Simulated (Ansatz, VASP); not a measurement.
## Two plane-wave programs on MgTl

INCAR

```
SYSTEM = MgTl
ALGO = Normal ; EDIFF = 1E-8
ENCUT = 520 ; GGA = CA
ISIF = 2 ; ISMEAR = -1
LASPH = .True. ; LCHARG = .False.
LEFG = .True. ; LREAL = .False.
LWAVE = .False. ; NBANDS = 14
NELM = 80 ; PREC = Accurate
SIGMA = 0.05
```

KPOINTS

```
k-points
0
Gamma
  9 9 9
  0 0 0
```

File POSCAR:

```
MgTl
1.0
    3.7062926095      0.0000000000      0.0000000000
    0.0000000000      3.7062926095      0.0000000000
    0.0000000000      0.0000000000      3.7062926095
Mg Tl
1 1
Direct
    0.0000000000      0.0000000000      0.0000000000
    0.5000000000      0.5000000000      0.5000000000
```

Input for Ansatz:

```yaml
crystal:
  lattice:
    - [3.7062926095, 0.0, 0.0]
    - [0.0, 3.7062926095, 0.0]
    - [0.0, 0.0, 3.7062926095]
  atoms:
    - { symbol: Mg, position: [0.0, 0.0, 0.0] }
    - { symbol: Tl, position: [0.5, 0.5, 0.5] }
kpoints:
  mp_grid: { grid: [9, 9, 9] }
scf:
  occupations: { method: fermi_dirac, width: 0.05 }
hamiltonian:
  xc: lda
  pseudopotentials: { kind: paw }
output:
  forces: true
  stress: true
  eigenvalues: true
  efg: { contact_densities: true }
  write_density: true
  write_potential: true
  elf: true
  volumetric_format: npy
```

Change from the starting cell: volume scaled by 1.06, PAW files.

Alike in both runs: task electric field gradients; functional LDA; k mesh 9 × 9 × 9; occupations fermi-dirac, width 0.05 eV; no spin polarisation.

```csv
,VASP,Ansatz
version,VASP 6.6.1,Ansatz 0.2.0
potentials or method,"VASP PAW LDA potentials, release 64 (Mg, Tl_d)","PAW with Ansatz's default frozen-core files, scalar-relativistic"
plane-wave cutoff (eV),520,420
valence electrons in the cell,15,23
```

VASP gave:

| Item | Value |
| --- | --- |
| pressure (GPa) | -4.4 |

Question: Which values does Ansatz return?

Answer: Pressure (GPa): -4.1.

LDA's correlation is that of Perdew and Zunger in VASP and of Perdew and Wang (1992) in Ansatz. VASP's potentials hold 15 valence electrons a cell and Ansatz's 23, so a difference there can come from the potentials and not from the codes.

Spin-orbit coupling is off throughout.
